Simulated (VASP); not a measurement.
Write the native input for VASP 6.6.1 that does the following.

```
Task                   : single point
Functional             : LDA
Potentials or basis    : VASP PAW LDA potentials, release 64 (Bi_d, Se)
Cutoff                 : 520 eV
k mesh                 : 6 × 6 × 6
Occupations            : gaussian, width 0.01 eV
Spin                   : no spin polarisation
Dipole correction      : no
Further INCAR settings : ALGO = Normal; EDIFF = 1e-06; NBANDS = 32
```

The structure of Bi2Se3 lies in POSCAR:

```
Bi2Se3
1.0
    2.0715000000      1.1959800000      9.5453300000
   -2.0715000000      1.1959800000      9.5453300000
    0.0000000000     -2.3919600000      9.5453300000
Bi Se
2 3
Direct
    0.4008000000      0.4008000000      0.4008000000
    0.5992000000      0.5992000000      0.5992000000
    0.0000000000      0.0000000000      0.0000000000
    0.2117000000      0.2117000000      0.2117000000
    0.7883000000      0.7883000000      0.7883000000
```

These files were run (other wordings do the same):

INCAR

```
PREC = Accurate
ENCUT = 520
EDIFF = 1E-6
ISMEAR = 0
SIGMA = 0.01
LREAL = False
LASPH = True
NELM = 100
ALGO = Normal
ISIF = 2
LWAVE = False
LCHARG = False
GGA = CA
NBANDS = 32
```

KPOINTS

```
regular mesh
0
Gamma
  6 6 6
```

Potentials or basis: VASP PAW LDA potentials, release 64 (Bi_d, Se).

The run is started by

```sh
$ cat potpaw_LDA.64/Bi_d/POTCAR potpaw_LDA.64/Se/POTCAR > POTCAR
$ mpirun -np 1 vasp_std > vasp.out
```

Results of the run:

```
Pressure               : -1.7 GPa
Largest force          : 0.162 eV/Å
Band gap on the k mesh : 0.10 eV
```

Caveat: spin-orbit coupling is left out, which moves the levels of the heavy elements.

It took 20 min on 1 thread of AMD EPYC 7R43 64-Core Processor (Zen 3), on a shared host, peak memory 0.69 GiB.
